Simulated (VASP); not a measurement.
Write the native input for VASP 6.6.1 that does the following.

```yaml
Task: single point
Functional: LDA
Potentials_or_basis: VASP PAW LDA potentials, release 64 (Cs_sv, O)
Cutoff: 520 eV
k_mesh: 8 × 8 × 8
Occupations: gaussian, width 0.05 eV
Spin: no spin polarisation
Dipole_correction: no
Further_INCAR_settings: ALGO = Normal; EDIFF = 1e-06; NBANDS = 23
```

The structure of CsO lies in POSCAR:

```
CsO
1.0
   -2.0529500000      3.0542500000      3.5705750000
    2.0529500000     -3.0542500000      3.5705750000
    2.0529500000      3.0542500000     -3.5705750000
Cs O
2 2
Direct
    0.2500000000      0.2500000000      0.0000000000
    0.7500000000      0.7500000000      0.0000000000
    0.6200000000      0.0000000000      0.6200000000
    0.3800000000      0.0000000000      0.3800000000
```

This cell differs from its parent crystal: strain -0.050 along x and y, -0.050 along z.

These files were run (other wordings do the same):

INCAR

```
SYSTEM = CsO
PREC = Accurate
ENCUT = 520
EDIFF = 1E-6
ISMEAR = 0
SIGMA = 0.05
LREAL = .False.
LASPH = .True.
NELM = 60
ALGO = Normal
ISIF = 2
LWAVE = .False.
LCHARG = .False.
NBANDS = 23
```

KPOINTS

```
Automatic mesh
0
Gamma
  8 8 8
  0 0 0
```

Potentials or basis: VASP PAW LDA potentials, release 64 (Cs_sv, O).

The run is started by

```console
$ cat potpaw_LDA.64/Cs_sv/POTCAR potpaw_LDA.64/O/POTCAR > POTCAR
$ mpirun -np 1 vasp_std > vasp.out
```

It gave:

```yaml
Pressure: 2.9 GPa
Largest_force: 0.124 eV/Å
Band_gap_on_the_k_mesh: 1.79 eV (least direct gap 2.01 eV)
```

Caveat: the cell differs from its parent crystal (strain -0.050 along x and y, -0.050 along z); spin-orbit coupling is left out, which moves the levels of the heavy elements.

Wall time 6.8 min on 1 thread of Intel Xeon 8259CL (shared host), peak memory 0.31 GiB.
